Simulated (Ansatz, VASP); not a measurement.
## AgCl: VASP beside Ansatz

File POSCAR:

```
AgCl
1.0
    0.0000000000      2.7731500000      2.7315527500
    2.7731500000      0.0000000000      2.7315527500
    2.7731500000      2.7731500000      0.0000000000
Ag Cl
1 1
Direct
    0.5000000000      0.5000000000      0.5000000000
    0.0000000000      0.0000000000      0.0000000000
```

INCAR.step1

```
ALGO     = Normal         # electronic algorithm
EDIFF    = 1E-4           # SCF threshold, eV
ENCUT    = 520            # plane-wave cutoff, eV
GGA      = PE             # functional
ISMEAR   = 0              # smearing method
LASPH    = True           # aspherical terms in the spheres
LCHARG   = False          # write CHGCAR
LREAL    = False          # projectors in reciprocal space
LWAVE    = True           # write WAVECAR
NBANDS   = 16             # bands
NELM     = 80             # most SCF steps
PREC     = Accurate       # precision mode
SIGMA    = 0.05           # smearing width, eV
```

The input INCAR.step2:

```
ALGO     = Normal         # electronic algorithm
EDIFF    = 1E-6           # SCF threshold, eV
ENCUT    = 520            # plane-wave cutoff, eV
ISIF     = 2              # what is computed and relaxed
ISMEAR   = 0              # smearing method
ISTART   = 1            
LASPH    = True           # aspherical terms in the spheres
LCHARG   = False          # write CHGCAR
LMIXTAU  = True         
LREAL    = False          # projectors in reciprocal space
LWAVE    = False          # write WAVECAR
METAGGA  = R2SCAN         # meta-GGA
NBANDS   = 16             # bands
NELM     = 80             # most SCF steps
PREC     = Accurate       # precision mode
SIGMA    = 0.05           # smearing width, eV
```

File KPOINTS:

```
k-points
0
Gamma
  8 8 8
```

Input for Ansatz:

```yaml
crystal:
  lattice:
    - [0.0, 2.77315, 2.73155275]
    - [2.77315, 0.0, 2.73155275]
    - [2.77315, 2.77315, 0.0]
  atoms:
    - { symbol: Ag, position: [0.5, 0.5, 0.5] }
    - { symbol: Cl, position: [0.0, 0.0, 0.0] }
basis:
  ecutwfc: 500
kpoints:
  mp_grid: { grid: [8, 8, 8] }
hamiltonian:
  xc: r2scan
scf:
  occupations: { method: gaussian, width: 0.05 }
output:
  forces: true
  stress: true
  eigenvalues: true
```

Change from the starting cell: strain +0.000 along x and y, -0.015 along z, atoms carried along.

Alike in both runs: task single point; functional r2SCAN; k mesh 8 × 8 × 8; occupations gaussian, width 0.05 eV; no spin polarisation.

```csv
,VASP,Ansatz
version,VASP 6.6.1,Ansatz 0.2.0
potentials or method,"VASP PAW PBE potentials, release 64 (Ag, Cl), cutoff 520 eV","scalar-relativistic, plane waves, PAW"
valence electrons in the cell,18,26
```

|  | VASP | Ansatz | Ansatz less VASP |
| --- | --- | --- | --- |
| gap on the k mesh at the Fermi level (eV) | 1.37 | 1.43 | +0.053 |
| least direct gap on the mesh (eV) | 3.75 | 3.80 | +0.045 |
| pressure (GPa) | 0.7 | 0.8 | +0.08 |
| traceless stress, the component that is largest in VASP (GPa) | 0.34 | 0.34 | +0.008 |

VASP's potentials were made for PBE, not for r2SCAN. VASP's potentials hold 18 valence electrons a cell and Ansatz's 26, so a difference there can come from the potentials and not from the codes.
